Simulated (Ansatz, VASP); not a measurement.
# One calculation of AlN, two programs

```
CELL_PARAMETERS angstrom
3.10805 0.00000 0.00000
-1.55403 2.69165 0.00000
0.00000 0.00000 4.22291
ATOMIC_POSITIONS crystal
Al 0.33333 0.66667 0.75000
Al 0.66667 0.33333 0.25000
N 0.33333 0.66667 0.25000
N 0.66667 0.33333 0.75000
```

Alike in both runs: task single point; functional PBEsol; k mesh 9 × 9 × 6; occupations gaussian, width 0.05 eV; no spin polarisation.

|  | VASP | Ansatz |
| --- | --- | --- |
| version | VASP 6.6.1 | Ansatz 0.2.0 |
| potentials or method | VASP PAW PBE potentials, release 64 (Al, N), cutoff 520 eV | scalar-relativistic, plane waves, PAW |
| valence electrons in the cell | 16 | 16 |

```csv
,VASP,Ansatz,Ansatz less VASP
gap on the k mesh at the Fermi level (eV),3.99,3.97,-0.020
least direct gap on the mesh (eV),3.99,3.97,-0.020
```

VASP's potentials were made for PBE, not for PBEsol, and Ansatz warns of the same on its side.
